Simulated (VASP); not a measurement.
# TiTe2 (P-3m1) in VASP: a series of runs

The runs below take TiTe2 through single point, with r2SCAN+D3(BJ).

Program: VASP 6.6.1. These are calculated values, not measurements. Logs are shortened: lines on timing, memory, paths and dates and some standing lists are left out, and cuts for length are marked.

**1. The cell of the first run**

It takes space group P-3m1 (No. 164, trigonal). Conventional cell: a = 3.774 Å, b = 3.774 Å, c = 6.574 Å, α = 90.00°, β = 90.00°, γ = 120.00°. Ti (site symmetry -3m) has 6 Te at 2.76 Å within 3.6 Å. Within 3.6 Å of Te (site symmetry 3m) lie 3 Ti at 2.76 Å.

**2. Single point, r2SCAN+D3(BJ)**

POSCAR reads:

```
TiTe2
1.0
    3.7739196720      0.0000000000      0.0000000000
   -1.8869598360      3.2683103078      0.0000000000
    0.0000000000      0.0000000000      6.5743780904
Ti Te
1 2
Direct
    0.0000000000      0.0000000000      0.0000000000
    0.6666666667      0.3333333333      0.2578923309
    0.3333333333      0.6666666667      0.7421076691
```

INCAR.step1 reads:

```
ALGO = Normal
EDIFF = 1E-4
ENCUT = 520
GGA = PE
ISMEAR = 0
LASPH = True
LCHARG = False
LREAL = False
LWAVE = True
NBANDS = 19
NELM = 100
PREC = Accurate
SIGMA = 0.1
```

INCAR.step2 reads:

```
ALGO = Normal
EDIFF = 1E-6
ENCUT = 520
ISIF = 2
ISMEAR = 0
ISTART = 1
IVDW = 12
LASPH = True
LCHARG = False
LMIXTAU = True
LREAL = False
LWAVE = False
METAGGA = R2SCAN
NBANDS = 19
NELM = 100
PREC = Accurate
SIGMA = 0.1
VDW_A1 = 0.49484001
VDW_A2 = 5.73083694
VDW_S6 = 1.0
VDW_S8 = 0.78981345
```

KPOINTS reads:

```
k-points
0
Gamma
  15 15 8
```

Potentials or basis: VASP PAW PBE potentials, release 64 (Ti_sv, Te).

The run is started by

```bash
$ cat potpaw_PBE.64/Ti_sv/POTCAR potpaw_PBE.64/Te/POTCAR > POTCAR
$ cp INCAR.step1 INCAR
$ mpirun -np 1 vasp_std > vasp.out
$ cp INCAR.step2 INCAR
$ mpirun -np 1 vasp_std > vasp.out
```

OUTCAR:

```text
EDIFF = 1E-6
   ENCUT = 520
   ISIF = 2
   ISMEAR = 0
   ISTART = 1
   IVDW = 12
   LASPH = True
   LREAL = False
   METAGGA = R2SCAN
   NELM = 100
   PREC = Accurate
 IVDW          = 12

 ion  position               nearest neighbor table
   1  0.000  0.000  0.000-   2 2.76   3 2.76   2 2.76   3 2.76   2 2.76   3 2.76
   2  0.667  0.333  0.258-   1 2.76   1 2.76   1 2.76
   3  0.333  0.667  0.742-   1 2.76   1 2.76   1 2.76

  LATTYP: Found a hexagonal cell.
 ALAT       =     3.7739196720
 C/A-ratio  =     1.7420556508

  Lattice vectors:

 A1 = (   3.7739196720,   0.0000000000,   0.0000000000)
 A2 = (  -1.8869598360,   3.2683103078,   0.0000000000)
 A3 = (   0.0000000000,   0.0000000000,   6.5743780904)

Analysis of symmetry for initial positions (statically):
=====================================================================
 Subroutine PRICEL returns:
 Original cell was already a primitive cell.

 Routine SETGRP: Setting up the symmetry group for a
 hexagonal supercell.

 Subroutine GETGRP returns: Found 12 space group operations
 (whereof 12 operations were pure point group operations)
 out of a pool of 24 trial point group operations.

The static configuration has the point symmetry D_3d.

Analysis of symmetry for dynamics (positions and initial velocities):
=====================================================================
 Subroutine PRICEL returns:
 Original cell was already a primitive cell.

 Routine SETGRP: Setting up the symmetry group for a
 hexagonal supercell.

 Subroutine GETGRP returns: Found 12 space group operations
 (whereof 12 operations were pure point group operations)
 out of a pool of 24 trial point group operations.

The dynamic configuration has the point symmetry D_3d.

 Subroutine INISYM returns: Found 12 space group operations
 (whereof 12 operations are pure point group operations),
 and found     1 'primitive' translations

----------------------------------------------------------------------------------------

                                     Primitive cell

  volume of cell :      81.0906

  direct lattice vectors                    reciprocal lattice vectors
     3.773919672  0.000000000  0.000000000     0.264976493  0.152984250  0.000000000
[... 84 lines left out ...]
   LSORBIT =      F    spin-orbit coupling
   LASPH  =      T    aspherical Exc in radial PAW
   ENCUT  =  520.0 eV  38.22 Ry    6.18 a.u.   7.02  7.02 12.22*2*pi/ulx,y,z
   NELM   =    100;   NELMIN=  2; NELMDL=  0     # of ELM steps
   EDIFF  = 0.1E-05   stopping-criterion for ELM
   LREAL  =      F    real-space projection
   EDIFFG = 0.1E-04   stopping-criterion for IOM
   NSW    =      0    number of steps for IOM
   IBRION =     -1    ionic relax: 0-MD 1-quasi-New 2-CG
   NFREE  =      0    steps in history (QN), initial steepest desc. (CG)
   ISIF   =      2    stress and relaxation
   ISYM   =      2    0-nonsym 1-usesym 2-fastsym
   POTIM  = 0.5000    time-step for ionic-motion
   TEBEG  =    0.0;   TEEND  =   0.0 temperature during run
   PSTRESS=    0.0 pullay stress
   NELECT =      24.0000    total number of electrons
   NUPDOWN=      -1.0000    fix difference up-down
   EMIN   =  10.00;   EMAX   =-10.00  energy-range for DOS
   EFERMI =   0.00;   METHOD = LEGACY
   ISMEAR =     0;   SIGMA  =   0.10  broadening in eV -4-tet -1-fermi 0-gaus
   EFERMI_NEDOS =   21; number of points for ismear=-14 and -15
   IALGO  =     38    algorithm
   IMIX   =      4    mixing-type and parameters
     AMIX     =   0.40;   BMIX     =  1.00
     AMIX_MAG =   1.60;   BMIX_MAG =  1.00
  volume/ion in A,a.u.               =      27.03       182.41
  Fermi-wavevector in a.u.,A,eV,Ry     =   1.090992  2.061677 16.194529  1.190264
  Thomas-Fermi vector in A             =   2.227228
   LORBIT       =      0    0 simple, 1 ext, 2 COOP (PROOUT), +10 PAW based schemes
   METAGGA = R2SCAN    functional components
   LHFCALC =     F    Hartree Fock is set to
   AEXX    =    0.0000 exact exchange contribution
   IVDW    =    12    specifies the selected vdW correction
   LEPSILON=     F    determine dielectric tensor
   LRPA    =     F    only Hartree local field effects (RPA)
 non-spin polarized calculation
 Gauss-broadening in eV      SIGMA  =   0.10
  energy-cutoff  :      520.00
  volume of cell :       81.09
 maximum number of plane-waves:      2211
   NGX = 13   NGY = 13   NGZ = 25

 number of electron      23.9999991 magnetization

 Free energy of the ion-electron system (eV)
  ---------------------------------------------------
  ext. energy  EPLUGINS =         0.00000000
  ---------------------------------------------------
  free energy    TOTEN  =       -66.27208326 eV

  energy without entropy =      -66.26614824  energy(sigma->0) =      -66.26911575

 E-fermi :   6.7192     XC(G=0): -10.2754

 val. band max:        6.7155111170   @ k =   0.4000  -0.0000   0.1250
 cond. band min:       6.7208113556   @ k =   0.4667   0.0000   0.1250
 fundamental gap:      0.0053002386
 Fermi energy:         6.7191702067

 k-point     1 :       0.0000    0.0000    0.0000
  band No.  band energies     occupation
      1     -53.3517      2.00000
      2     -28.5631      2.00000
      3     -28.5630      2.00000
      4     -28.5239      2.00000
      5      -6.2861      2.00000
      6      -4.7687      2.00000
[... 505 lines left out ...]
      6      -4.1597      2.00000
[... 11 lines left out ...]
     18      11.4685      0.00000
     19      14.5649      0.00000

 [... further k-points ...]

------------------------ aborting loop because EDIFF is reached ----------------------------------------

 Edisp (eV)   -0.68088

 E8    (eV) :    -0.2483

  FORCE on cell =-STRESS in cart. coord.  units (eV):
  Direction    XX          YY          ZZ          XY          YZ          ZX
  --------------------------------------------------------------------------------------
  -------------------------------------------------------------------------------------
  Total       0.06825     0.06825     0.04837    -0.00000     0.00000     0.00000
  in kB       1.34846     1.34846     0.95561    -0.00000     0.00000     0.00000
  external pressure =        1.22 kB  Pullay stress =        0.00 kB

 VOLUME and BASIS-vectors are now :
 -----------------------------------------------------------------------------
  energy-cutoff  :      520.00
  volume of cell :       81.09
      direct lattice vectors                 reciprocal lattice vectors
     3.773919672  0.000000000  0.000000000     0.264976493  0.152984250  0.000000000
    -1.886959836  3.268310308  0.000000000     0.000000000  0.305968499  0.000000000
     0.000000000  0.000000000  6.574378090     0.000000000  0.000000000  0.152105642

 POSITION                                       TOTAL-FORCE (eV/Angst)
 -----------------------------------------------------------------------------------
      0.00000      0.00000      0.00000        -0.000000      0.000000     -0.000000
      1.88696      1.08944      1.69548        -0.000000      0.000000      0.019364
     -0.00000      2.17887      4.87890         0.000000     -0.000000     -0.019364
 -----------------------------------------------------------------------------------
    total drift:                               -0.000000     -0.000000      0.000000

  FREE ENERGIE OF THE ION-ELECTRON SYSTEM (eV)
  ---------------------------------------------------
  free  energy   TOTEN  =       -66.9529603328 eV

  energy  without entropy=      -66.9470253112  energy(sigma->0) =      -66.94999282
```

OSZICAR.step1:

```text
N       E                     dE             d eps       ncg     rms          rms(c)
DAV:   1     0.178957390397E+03    0.17896E+03   -0.10821E+04  7296   0.117E+03
DAV:   2    -0.193420408115E+01   -0.18089E+03   -0.17629E+03  7725   0.296E+02
DAV:   3    -0.178649336661E+02   -0.15931E+02   -0.15507E+02 11371   0.823E+01
DAV:   4    -0.184296088475E+02   -0.56468E+00   -0.56181E+00  9436   0.144E+01
DAV:   5    -0.184505607959E+02   -0.20952E-01   -0.20943E-01 10562   0.269E+00    0.121E+01
DAV:   6    -0.185629868893E+02   -0.11243E+00   -0.37412E+01  8070   0.376E+01    0.144E+01
DAV:   7    -0.164644944543E+02    0.20985E+01   -0.31369E+01  9153   0.320E+01    0.549E+00
DAV:   8    -0.162078617108E+02    0.25663E+00   -0.15025E+00  8654   0.833E+00    0.170E+00
DAV:   9    -0.162320619947E+02   -0.24200E-01   -0.25574E-01  9859   0.313E+00    0.163E+00
DAV:  10    -0.162121374670E+02    0.19925E-01   -0.30301E-01  8723   0.367E+00    0.803E-01
DAV:  11    -0.162084707704E+02    0.36667E-02   -0.32368E-02  8399   0.129E+00    0.349E-01
DAV:  12    -0.162085702014E+02   -0.99431E-04   -0.31863E-03  8660   0.395E-01    0.249E-01
DAV:  13    -0.162083745646E+02    0.19564E-03   -0.75406E-04  6890   0.198E-01    0.533E-02
DAV:  14    -0.162083787874E+02   -0.42228E-05   -0.28441E-05  4626   0.441E-02
   1 F= -.16208379E+02 E0= -.16204785E+02  d E =-.718729E-02
```

Wall time 8.6 min (1 thread of Intel Xeon 6975P-C (Granite Rapids), shared host); peak memory 0.42 GiB.

What came out:

```
Free energy                : -66.9530 eV
Pressure                   : 0.1 GPa
Largest force              : 0.019 eV/Å
Band gap on the k mesh     : zero (band 12 reaches 7.08 eV, above the bottom of band 13 at 6.49 eV)
Dispersion energy per atom : -0.227 eV
```

Forces on the atoms (eV/Å):
```
Ti   0.000  0.000  0.000
Te   0.000  0.000  0.019
Te   0.000  0.000 -0.019
```

Levels at points of the mesh, in eV from the Fermi level:
| k point | band 10 | band 11 | band 12 | band 13 | band 14 | band 15 |
| --- | --- | --- | --- | --- | --- | --- |
| (0.00, 0.00, 0.00) | 0.27 | 0.36 | 0.36 | 0.43 | 0.92 | 0.92 |
| (0.00, 0.00, 0.50) | -1.95 | 0.35 | 0.35 | 0.65 | 0.65 | 1.10 |

Caveat: the PAW data sets were made with another functional, which shifts forces and pressure a little; spin-orbit coupling is left out, which moves the levels of the heavy elements.

**3. Single point, r2SCAN+D3(BJ)**

This run uses another cell than the first one, of 26.76 Å³/atom, 0.990 times its volume.

POSCAR reads:

```
TiTe2
1.0
    3.7770000000      0.0000000000      0.0000000000
   -1.8885000000      3.2709779501      0.0000000000
    0.0000000000      0.0000000000      6.4980000000
Ti Te
1 2
Direct
    0.0000000000      0.0000000000      0.0000000000
    0.6666666667      0.3333333333      0.2628000000
    0.3333333333      0.6666666667      0.7372000000
```

INCAR.step1 reads:

```
SYSTEM = TiTe2
  ALGO = Normal
  EDIFF = 1E-4
  ENCUT = 520
  GGA = PE
  ISMEAR = 0
  LASPH = .True.
  LCHARG = .False.
  LREAL = .False.
  LWAVE = .True.
  NBANDS = 19
  NELM = 100
  PREC = Accurate
  SIGMA = 0.1
```

INCAR.step2 reads:

```
SYSTEM = TiTe2
  ALGO = Normal
  EDIFF = 1E-7
  ENCUT = 520
  ISIF = 2
  ISMEAR = 0
  ISTART = 1
  IVDW = 12
  LASPH = .True.
  LCHARG = .False.
  LMIXTAU = .True.
  LREAL = .False.
  LWAVE = .False.
  METAGGA = R2SCAN
  NBANDS = 19
  NELM = 100
  PREC = Accurate
  SIGMA = 0.1
  VDW_A1 = 0.49484001
  VDW_A2 = 5.73083694
  VDW_S6 = 1.0
  VDW_S8 = 0.78981345
```

KPOINTS reads:

```
k-points
0
Gamma
  6 6 4
  0 0 0
```

Potentials or basis: VASP PAW PBE potentials, release 64 (Ti_sv, Te).

The run is started by

```bash
$ cat potpaw_PBE.64/Ti_sv/POTCAR potpaw_PBE.64/Te/POTCAR > POTCAR
$ cp INCAR.step1 INCAR
$ mpirun -np 1 vasp_std > vasp.out
$ cp INCAR.step2 INCAR
$ mpirun -np 1 vasp_std > vasp.out
```

Run time: 91 s. Hardware: 1 thread of Intel Xeon 6975P-C (Granite Rapids), shared host; peak memory 0.22 GiB.

Results (log left out):

| Property | Result |
| --- | --- |
| Free energy | -66.9452 eV |
| Pressure | -0.4 GPa |
| Largest force | 0.201 eV/Å |
| Band gap on the k mesh | zero (band 12 reaches 7.25 eV, above the bottom of band 13 at 6.60 eV) |
| Dispersion energy per atom | -0.229 eV |

Forces on the atoms (eV/Å):
```
Ti   0.000  0.000  0.000
Te   0.000  0.000 -0.201
Te   0.000  0.000  0.201
```

Stress tensor (GPa, compression positive):
```
-0.21  0.00  0.00
 0.00 -0.21  0.00
 0.00  0.00 -0.74
```

Levels at points of the mesh, in eV from the Fermi level:
| k point | band 10 | band 11 | band 12 | band 13 | band 14 | band 15 |
| --- | --- | --- | --- | --- | --- | --- |
| (0.00, 0.00, 0.00) | 0.41 | 0.41 | 0.43 | 0.45 | 0.96 | 0.96 |
| (0.50, 0.00, 0.00) | -2.60 | -2.03 | -1.35 | 0.06 | 1.22 | 1.61 |
| (0.00, 0.00, 0.50) | -1.87 | 0.40 | 0.40 | 0.63 | 0.63 | 1.14 |
| (0.50, 0.00, 0.50) | -2.30 | -1.18 | -0.82 | -0.21 | 1.21 | 1.58 |

Caveat: the PAW data sets were made with another functional, which shifts forces and pressure a little; spin-orbit coupling is left out, which moves the levels of the heavy elements.

**4. Single point, r2SCAN+D3(BJ) (volume scaled by 1.10, then relaxed in part)**

POSCAR reads:

```
TiTe2
1.0
    3.8147719844      0.0000000000      0.0000000000
   -1.9073859922      3.3036894481      0.0000000000
    0.0000000000      0.0000000000      7.0777545335
Ti Te
1 2
Direct
    0.0000000000      0.0000000000      0.0000000000
    0.6666666667      0.3333333333      0.2397100744
    0.3333333333      0.6666666667      0.7602899256
```

INCAR.step1 reads:

```
SYSTEM = TiTe2
PREC = Accurate ; ENCUT = 520
ISMEAR = 0 ; SIGMA = 0.1
LREAL = .False. ; LASPH = .True.
NELM = 100 ; NBANDS = 19
GGA = PE ; ALGO = Normal
EDIFF = 1E-4 ; LWAVE = .True.
LCHARG = .False.
```

INCAR.step2 reads:

```
SYSTEM = TiTe2
PREC = Accurate ; ENCUT = 520
EDIFF = 1E-6 ; ISMEAR = 0
SIGMA = 0.1 ; LREAL = .False.
LASPH = .True. ; NELM = 100
ALGO = Normal ; ISIF = 2
LWAVE = .False. ; LCHARG = .False.
METAGGA = R2SCAN ; LMIXTAU = .True.
IVDW = 12 ; VDW_S6 = 1.0
VDW_S8 = 0.78981345 ; VDW_A1 = 0.49484001
VDW_A2 = 5.73083694 ; NBANDS = 19
ISTART = 1
```

KPOINTS reads:

```
regular mesh
0
Gamma
  15 15 8
  0 0 0
```

Potentials or basis: VASP PAW PBE potentials, release 64 (Ti_sv, Te).

The run is started by

```bash
$ cat potpaw_PBE.64/Ti_sv/POTCAR potpaw_PBE.64/Te/POTCAR > POTCAR
$ cp INCAR.step1 INCAR
$ mpirun -np 1 vasp_std > vasp.out
$ cp INCAR.step2 INCAR
$ mpirun -np 1 vasp_std > vasp.out
```

OUTCAR:

```text
SYSTEM = TiTe2
   PREC = Accurate
   ENCUT = 520
   EDIFF = 1E-6
   ISMEAR = 0
   LREAL = .False.
   LASPH = .True.
   NELM = 100
   ISIF = 2
   METAGGA = R2SCAN
   IVDW = 12
   ISTART = 1
 IVDW          = 12

 ion  position               nearest neighbor table
   1  0.000  0.000  0.000-   2 2.78   3 2.78   3 2.78   2 2.78   2 2.78   3 2.78
   2  0.667  0.333  0.240-   1 2.78   1 2.78   1 2.78
   3  0.333  0.667  0.760-   1 2.78   1 2.78   1 2.78

  LATTYP: Found a hexagonal cell.
 ALAT       =     3.8147719844
[... 722 lines left out ...]

 Edisp (eV)   -0.61617

 E8    (eV) :    -0.2245

  FORCE on cell =-STRESS in cart. coord.  units (eV):
  Direction    XX          YY          ZZ          XY          YZ          ZX
  --------------------------------------------------------------------------------------
  -------------------------------------------------------------------------------------
  Total      -0.82764    -0.82764    -0.78551     0.00000     0.00000    -0.00000
  in kB     -14.86583   -14.86583   -14.10910     0.00000     0.00000    -0.00000
  external pressure =      -14.61 kB  Pullay stress =        0.00 kB

 VOLUME and BASIS-vectors are now :
 -----------------------------------------------------------------------------
  energy-cutoff  :      520.00
  volume of cell :       89.20
      direct lattice vectors                 reciprocal lattice vectors
     3.814771984  0.000000000  0.000000000     0.262138865  0.151345945  0.000000000
    -1.907385992  3.303689448  0.000000000     0.000000000  0.302691889  0.000000000
     0.000000000  0.000000000  7.077754534     0.000000000  0.000000000  0.141287748

 POSITION                                       TOTAL-FORCE (eV/Angst)
 -----------------------------------------------------------------------------------
      0.00000      0.00000      0.00000        -0.000000      0.000000      0.000000
      1.90739      1.10123      1.69661        -0.000000      0.000000      0.027162
     -0.00000      2.20246      5.38115         0.000000     -0.000000     -0.027162
 -----------------------------------------------------------------------------------
    total drift:                               -0.000000     -0.000000     -0.000000

  FREE ENERGIE OF THE ION-ELECTRON SYSTEM (eV)
  ---------------------------------------------------
  free  energy   TOTEN  =       -66.9059808210 eV

  energy  without entropy=      -66.9006545907  energy(sigma->0) =      -66.90331771
```

It took 29 min on 1 thread of AMD EPYC 7R43 (Zen 3), shared host; peak memory 0.42 GiB.

Results:

```
Free energy                : -66.9060 eV
Pressure                   : -1.5 GPa
Largest force              : 0.027 eV/Å
Band gap on the k mesh     : zero (band 12 reaches 5.94 eV, above the bottom of band 13 at 5.46 eV)
Dispersion energy per atom : -0.205 eV
```

Forces on the atoms (eV/Å):
```
Ti   0.000  0.000  0.000
Te   0.000  0.000  0.027
Te   0.000  0.000 -0.027
```

Stress tensor (GPa, compression positive):
```
-1.49  0.00  0.00
 0.00 -1.49  0.00
 0.00  0.00 -1.41
```

Levels at points of the mesh, in eV from the Fermi level:
```csv
k point,band 10,band 11,band 12,band 13,band 14,band 15
"(0.00, 0.00, 0.00)",-0.33,0.34,0.34,0.48,0.83,0.83
"(0.00, 0.00, 0.50)",-1.95,0.34,0.34,0.73,0.73,0.95
```

Caveat: the cell differs from its parent crystal (volume scaled by 1.10, then relaxed in part); the PAW data sets were made with another functional, which shifts forces and pressure a little; spin-orbit coupling is left out, which moves the levels of the heavy elements.

**5. Summary**

```csv
cell,k mesh,gap on the mesh (eV),pressure (GPa),largest force (eV/Å)
"a = 3.774, b = 3.774, c = 6.574 Å, angles 90.0, 90.0, 120.0°, 3 atoms",15 × 15 × 8,none,0.1,0.02
"a = 3.777, b = 3.777, c = 6.498 Å, angles 90.0, 90.0, 120.0°, 3 atoms",6 × 6 × 4,none,-0.4,0.20
"a = 3.815, b = 3.815, c = 7.078 Å, angles 90.0, 90.0, 120.0°, 3 atoms",15 × 15 × 8,none,-1.5,0.03
```

Alike in all rows: task single point; level r2SCAN+D3(BJ); potentials or basis VASP PAW PBE potentials, release 64 (Ti_sv, Te); no spin polarisation; cutoff (eV) 520; smearing gaussian 0.1 eV.

Caveats: the PAW data sets were made with another functional, which shifts forces and pressure a little; spin-orbit coupling is left out, which moves the levels of the heavy elements.

Total energies depend on the potentials used, so only differences within one code and one set of settings carry meaning.
